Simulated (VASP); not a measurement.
# V (Pm-3m) in VASP: notebook, part 2 of 2

VASP 6.6.1. The steps go on from the part before.

**4. Single point, revPBE (volume scaled by 0.96)**

Contents of INCAR:

```
SYSTEM = V
  PREC = Accurate
  ENCUT = 520
  EDIFF = 1E-7
  ISMEAR = -1
  SIGMA = 0.1
  LREAL = .FALSE.
  LASPH = .TRUE.
  NELM = 100
  ALGO = Normal
  ISIF = 2
  LWAVE = .FALSE.
  LCHARG = .TRUE.
  GGA = RE
  LELF = .TRUE.
  LVHAR = .TRUE.
  NBANDS = 12
```

Contents of KPOINTS:

```
Automatic mesh
0
G
  14 14 14
  0 0 0
```

Contents of POSCAR:

```
V
1.0
    2.4301342389      0.0000000000      0.0000000000
    0.0000000000      2.4301342389      0.0000000000
    0.0000000000      0.0000000000      2.4301342389
V
1
Direct
    0.0000000000      0.0000000000      0.0000000000
```

Potentials or basis: VASP PAW PBE potentials, release 64 (V_sv).

Command:

```sh
$ cat potpaw_PBE.64/V_sv/POTCAR > POTCAR
$ mpirun -np 1 vasp_std > vasp.out
```

OUTCAR:

```text
SYSTEM = V
   PREC = Accurate
   ENCUT = 520
   EDIFF = 1E-7
   ISMEAR = -1
   LREAL = .FALSE.
   LASPH = .TRUE.
   NELM = 100
   ISIF = 2
   GGA = RE

 ion  position               nearest neighbor table
   1  0.000  0.000  0.000-

  LATTYP: Found a simple cubic cell.
 ALAT       =     2.4301342389

  Lattice vectors:

 A1 = (   2.4301342389,   0.0000000000,   0.0000000000)
 A2 = (   0.0000000000,   2.4301342389,   0.0000000000)
 A3 = (   0.0000000000,   0.0000000000,   2.4301342389)

Analysis of symmetry for initial positions (statically):
=====================================================================
 Subroutine PRICEL returns:
 Original cell was already a primitive cell.

 Routine SETGRP: Setting up the symmetry group for a
 simple cubic supercell.

 Subroutine GETGRP returns: Found 48 space group operations
 (whereof 48 operations were pure point group operations)
 out of a pool of 48 trial point group operations.

The static configuration has the point symmetry O_h .

Analysis of symmetry for dynamics (positions and initial velocities):
=====================================================================
 Subroutine PRICEL returns:
 Original cell was already a primitive cell.

 Routine SETGRP: Setting up the symmetry group for a
 simple cubic supercell.

 Subroutine GETGRP returns: Found 48 space group operations
 (whereof 48 operations were pure point group operations)
 out of a pool of 48 trial point group operations.

The dynamic configuration has the point symmetry O_h .

 Subroutine INISYM returns: Found 48 space group operations
 (whereof 48 operations are pure point group operations),
 and found     1 'primitive' translations

----------------------------------------------------------------------------------------

                                     Primitive cell

  volume of cell :      14.3513

  direct lattice vectors                    reciprocal lattice vectors
     2.430134239  0.000000000  0.000000000     0.411499902  0.000000000  0.000000000
     0.000000000  2.430134239  0.000000000     0.000000000  0.411499902  0.000000000
     0.000000000  0.000000000  2.430134239     0.000000000  0.000000000  0.411499902

  length of vectors
     2.430134239  2.430134239  2.430134239     0.411499902  0.411499902  0.411499902

  position of ions in fractional coordinates (direct lattice)
     0.000000000  0.000000000  0.000000000

  ion indices of the primitive-cell ions
   primitive index   ion index
                 1           1

----------------------------------------------------------------------------------------

 KPOINTS: Automatic mesh

Automatic generation of k-mesh.
 Grid dimensions read from file:
 generate k-points for:   14   14   14

 Generating k-lattice:

  Cartesian coordinates                     Fractional coordinates (reciprocal lattice)
     0.029392850  0.000000000  0.000000000     0.071428571  0.000000000  0.000000000
     0.000000000  0.029392850  0.000000000     0.000000000  0.071428571  0.000000000
     0.000000000  0.000000000  0.029392850     0.000000000  0.000000000  0.071428571

  Length of vectors
     0.029392850  0.029392850  0.029392850

  Shift w.r.t. Gamma in fractional coordinates (k-lattice)
     0.000000000  0.000000000  0.000000000

 Subroutine IBZKPT returns following result:
 ===========================================

 Found    120 irreducible k-points:

 Following reciprocal coordinates:
            Coordinates               Weight
  0.000000  0.000000  0.000000      1.000000
  0.071429  0.000000  0.000000      6.000000
  0.142857  0.000000  0.000000      6.000000
  0.214286  0.000000  0.000000      6.000000
  0.285714  0.000000  0.000000      6.000000
  0.357143  0.000000  0.000000      6.000000
[... 16 lines left out ...]
  0.285714  0.214286  0.000000     24.000000
  0.357143  0.214286  0.000000     24.000000
 [... further k-points ...]
   k-points           NKPTS =    120   k-points in BZ     NKDIM =    120   number of bands    NBANDS=     12
   number of dos      NEDOS =    301   number of ions     NIONS =      1
   total plane-waves  NPLWV =   5832
   dimension x,y,z NGX =    18 NGY =   18 NGZ =   18
   dimension x,y,z NGXF=    36 NGYF=   36 NGZF=   36
   ions per type =               1
   NGX,Y,Z   is equivalent  to a cutoff of  12.31, 12.31, 12.31 a.u.
   NGXF,Y,Z  is equivalent  to a cutoff of  24.63, 24.63, 24.63 a.u.
 SYSTEM =  V
   PREC   = accura    normal or accurate (medium, high low for compatibility)
   ISTART =      0    job   : 0-new  1-cont  2-samecut
   ICHARG =      2    charge: 1-file 2-atom 10-const
   ISPIN  =      1    spin polarized calculation?
   LNONCOLLINEAR =      F non collinear calculations
   LSORBIT =      F    spin-orbit coupling
   LASPH  =      T    aspherical Exc in radial PAW
   ENCUT  =  520.0 eV  38.22 Ry    6.18 a.u.   4.52  4.52  4.52*2*pi/ulx,y,z
   NELM   =    100;   NELMIN=  2; NELMDL= -5     # of ELM steps
   EDIFF  = 0.1E-06   stopping-criterion for ELM
   LREAL  =      F    real-space projection
   EDIFFG = 0.1E-05   stopping-criterion for IOM
   NSW    =      0    number of steps for IOM
   IBRION =     -1    ionic relax: 0-MD 1-quasi-New 2-CG
   NFREE  =      0    steps in history (QN), initial steepest desc. (CG)
   ISIF   =      2    stress and relaxation
   ISYM   =      2    0-nonsym 1-usesym 2-fastsym
   POTIM  = 0.5000    time-step for ionic-motion
   TEBEG  =    0.0;   TEEND  =   0.0 temperature during run
   PSTRESS=    0.0 pullay stress
   NELECT =      13.0000    total number of electrons
   NUPDOWN=      -1.0000    fix difference up-down
   EMIN   =  10.00;   EMAX   =-10.00  energy-range for DOS
   EFERMI =   0.00;   METHOD = LEGACY
   ISMEAR =    -1;   SIGMA  =   0.10  broadening in eV -4-tet -1-fermi 0-gaus
   EFERMI_NEDOS =   21; number of points for ismear=-14 and -15
   IALGO  =     38    algorithm
   IMIX   =      4    mixing-type and parameters
     AMIX     =   0.40;   BMIX     =  1.00
     AMIX_MAG =   1.60;   BMIX_MAG =  1.00
  volume/ion in A,a.u.               =      14.35        96.85
  Fermi-wavevector in a.u.,A,eV,Ry     =   1.584014  2.993352 34.138383  2.509100
  Thomas-Fermi vector in A             =   2.683697
   LORBIT       =      0    0 simple, 1 ext, 2 COOP (PROOUT), +10 PAW based schemes
   GGA     = RE    functional components
   LHFCALC =     F    Hartree Fock is set to
   AEXX    =    0.0000 exact exchange contribution
   IVDW    =     0    specifies the selected vdW correction
   LEPSILON=     F    determine dielectric tensor
   LRPA    =     F    only Hartree local field effects (RPA)
 non-spin polarized calculation
  energy-cutoff  :      520.00
  volume of cell :       14.35
 maximum number of plane-waves:       402
   NGX =  9   NGY =  9   NGZ =  9

 number of electron      12.9999975 magnetization

 Free energy of the ion-electron system (eV)
  ---------------------------------------------------
  ext. energy  EPLUGINS =         0.00000000
  ---------------------------------------------------
  free energy    TOTEN  =        -7.77261852 eV

  energy without entropy =       -7.71920406  energy(sigma->0) =       -7.74591129

 E-fermi :   9.2170     XC(G=0): -12.3613

 val. band max:        9.2069594807   @ k =   0.2857   0.2143   0.1429
 cond. band min:       9.2364547855   @ k =   0.4286   0.2143   0.2143
 fundamental gap:      0.0294953048
 Fermi energy:         9.2170412406

 k-point     1 :       0.0000    0.0000    0.0000
  band No.  band energies     occupation
      1     -54.7604      2.00000
      2     -27.9239      2.00000
      3     -27.9239      2.00000
      4     -27.9239      2.00000
      5       2.7803      2.00000
      6       6.9918      2.00000
      7       6.9918      2.00000
      8      12.8114      0.00000
      9      12.8114      0.00000
     10      12.8114      0.00000
     11      27.7523      0.00000
     12      27.7523      0.00000

 k-point     2 :       0.0714    0.0000    0.0000
  band No.  band energies     occupation
      1     -54.7517      2.00000
      2     -27.9817      2.00000
      3     -27.9189      2.00000
      4     -27.9189      2.00000
      5       2.9349      2.00000
      6       7.0280      2.00000
      7       7.1095      2.00000
      8      12.6909      0.00000
      9      12.6909      0.00000
     10      12.8205      0.00000
     11      26.4879      0.00000
     12      27.9932      0.00000
[... 316 lines left out ...]
 k-point    24 :       0.3571    0.2143    0.0000
  band No.  band energies     occupation
      1     -54.5507      2.00000
      2     -28.7761      2.00000
      3     -28.2649      2.00000
      4     -27.8059      2.00000
      5       6.3962      2.00000
      6       7.9359      1.99999
      7       9.3128      0.55487
      8      11.2511      0.00000
      9      11.5537      0.00000
     10      12.1947      0.00000
     11      19.0189      0.00000
     12      25.2416      0.00000

 [... further k-points ...]
[... 5 lines left out ...]
  --------------------------------------------------------------------------------------
  -------------------------------------------------------------------------------------
  Total        0.5924626      0.5924626      0.5924626     -0.0000000     -0.0000000     -0.0000000
  in kB       66.1425200     66.1425200     66.1425200     -0.0000000     -0.0000000     -0.0000000
  external PRESSURE =      66.1425200 kB  Pullay stress =       0.0000000 kB

 VOLUME and BASIS-vectors are now :
 -----------------------------------------------------------------------------
  energy-cutoff  :      520.00
  volume of cell :       14.35
      direct lattice vectors                 reciprocal lattice vectors
     2.430134239  0.000000000  0.000000000     0.411499902  0.000000000  0.000000000
     0.000000000  2.430134239  0.000000000     0.000000000  0.411499902  0.000000000
     0.000000000  0.000000000  2.430134239     0.000000000  0.000000000  0.411499902

 POSITION                                       TOTAL-FORCE (eV/Angst)
 -----------------------------------------------------------------------------------
      0.00000      0.00000      0.00000         0.000000      0.000000      0.000000
 -----------------------------------------------------------------------------------
    total drift:                                0.000000      0.000000     -0.000000

  FREE ENERGIE OF THE ION-ELECTRON SYSTEM (eV)
  ---------------------------------------------------
  free  energy   TOTEN  =        -7.7726185248 eV

  energy  without entropy=       -7.7192040630  energy(sigma->0) =       -7.74591129
```

Run time: 22 s. Hardware: 1 thread of AMD EPYC 7R13, shared host; peak memory 0.1 GiB.

Results:

| Quantity | Value |
| --- | --- |
| Free energy | -7.7726 eV |
| Pressure | 6.6 GPa |

Caveat: the cell differs from its parent crystal (volume scaled by 0.96); the PAW data sets were made with another functional, which shifts forces and pressure a little.

**5. Single point, revPBE**

This run uses another cell than the first one, of 14.95 Å³/atom, 1.136 times its volume.

Contents of INCAR:

```
SYSTEM = V
ALGO = Normal ; EDIFF = 1E-6
ENCUT = 520 ; GGA = RE
ISIF = 2 ; ISMEAR = -1
LASPH = .True. ; LCHARG = .True.
LELF = .True. ; LREAL = .False.
LVHAR = .True. ; LWAVE = .False.
NBANDS = 12 ; NELM = 100
PREC = Accurate ; SIGMA = 0.1
```

Contents of KPOINTS:

```
k-points
0
Gamma
  14 14 14
  0 0 0
```

Contents of POSCAR:

```
V
1.0
    2.4634278862      0.0000000000      0.0000000000
    0.0000000000      2.4634278862      0.0000000000
    0.0000000000      0.0000000000      2.4634278862
V
1
Direct
    0.0000000000      0.0000000000      0.0000000000
```

Command:

```sh
$ cat potpaw_PBE.64/V_sv/POTCAR > POTCAR
$ mpirun -np 1 vasp_std > vasp.out
```

Wall time 22 s (1 thread of AMD EPYC 7R13, shared host); peak memory 0.1 GiB.

The run converged. Its results:

* Free energy: -7.7864 eV
* Pressure: 0.9 GPa

Levels at points of the mesh, in eV from the Fermi level:
```csv
k point,band 3,band 4,band 5,band 6,band 7,band 8,band 9,band 10,band 11,band 12
"(0.00, 0.00, 0.00)",-37.23,-37.23,-6.33,-2.10,-2.10,3.43,3.43,3.43,18.04,18.04
"(0.50, 0.00, 0.00)",-37.14,-37.14,-2.25,-1.35,-0.24,1.49,1.49,3.60,7.56,19.12
"(0.50, 0.50, 0.00)",-38.07,-37.06,-3.47,-0.71,1.92,1.92,4.60,5.99,5.99,12.39
"(0.50, 0.50, 0.50)",-37.94,-37.94,-1.88,-1.88,-1.88,4.71,4.71,10.28,13.17,13.17
```

Caveat: the PAW data sets were made with another functional, which shifts forces and pressure a little.

**6. The runs side by side**

```csv
cell,gap on the mesh (eV),pressure (GPa)
"a = 2.361 Å, 1 atom",none,22.1
"a = 2.396 Å, 1 atom",none,13.6
"a = 2.430 Å, 1 atom",none,6.6
"a = 2.463 Å, 1 atom",none,0.9
```

Alike in all rows: task single point; level revPBE; potentials or basis VASP PAW PBE potentials, release 64 (V_sv); no spin polarisation; k mesh 14 × 14 × 14; cutoff (eV) 520; smearing fermi-dirac 0.1 eV.

Caveats: the PAW data sets were made with another functional, which shifts forces and pressure a little.

Absolute energies hang on the potentials; compare differences alone.
